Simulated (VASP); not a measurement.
Wanted: the native input for a VASP 6.6.1 run.

- Task: electric field gradients
- Functional: PBEsol
- Potentials or basis: VASP PAW PBE potentials, release 64 (O)
- Cutoff: 520 eV
- k mesh: 13 × 13 × 5
- Occupations: fermi-dirac, width 0.03 eV
- Spin: no spin polarisation
- Dipole correction: no
- Further INCAR settings: ALGO = Normal; EDIFF = 1e-08; NBANDS = 20

The structure of O lies in POSCAR:

```
O
1.0
    2.5353895460      0.0000000000      0.0000000000
   -1.2676947730      2.1957117553      0.0000000000
    0.0000000000      0.0000000000      6.5750000000
O
4
Direct
    0.3333333333      0.6666666667      0.1610000000
    0.6666666667      0.3333333333      0.6610000000
    0.3333333333      0.6666666667      0.3390000000
    0.6666666667      0.3333333333      0.8390000000
```

This cell differs from its parent crystal: equal xx and yy strain of -1 %.

One way to write it, as run:

INCAR

```
SYSTEM = O
PREC = Accurate
ENCUT = 520
EDIFF = 1E-8
ISMEAR = -1
SIGMA = 0.03
LREAL = .FALSE.
LASPH = .TRUE.
NELM = 100
ALGO = Normal
ISIF = 2
LWAVE = .FALSE.
LCHARG = .FALSE.
GGA = PS
LEFG = .TRUE.
NBANDS = 20
```

KPOINTS

```
Automatic mesh
0
G
  13 13 5
  0 0 0
```

Potentials or basis: VASP PAW PBE potentials, release 64 (O).

Command:

```bash
$ cat potpaw_PBE.64/O/POTCAR > POTCAR
$ mpirun -np 1 vasp_std > vasp.out
```

It gave:

```json
{
  "Pressure": "18.1 GPa",
  "Largest force": "4.586 eV/Å",
  "Band gap on the k mesh": "zero (bands 12 and 13 overlap by 2.08 eV)",
  "Largest electric field gradient by atom": "O +110.8 V/Å²"
}
```

Caveat: the cell differs from its parent crystal (equal xx and yy strain of -1 %); the standard files for N, O and F lose accuracy on very short bonds; spin is off for a triplet molecule; the stress differs along the axes, from -5 to 63 GPa; this functional lacks dispersion, which holds the molecules together, so the pressure and a relaxed volume are unreliable; without QUAD_EFG the Cq values of the log hold for a quadrupole moment of 1 mb, not for the nuclei; the PAW data sets were made with another functional, which shifts forces and pressure a little.

Wall time 66 s on 1 thread of Intel Xeon 8259CL (shared host), peak memory 0.16 GiB.
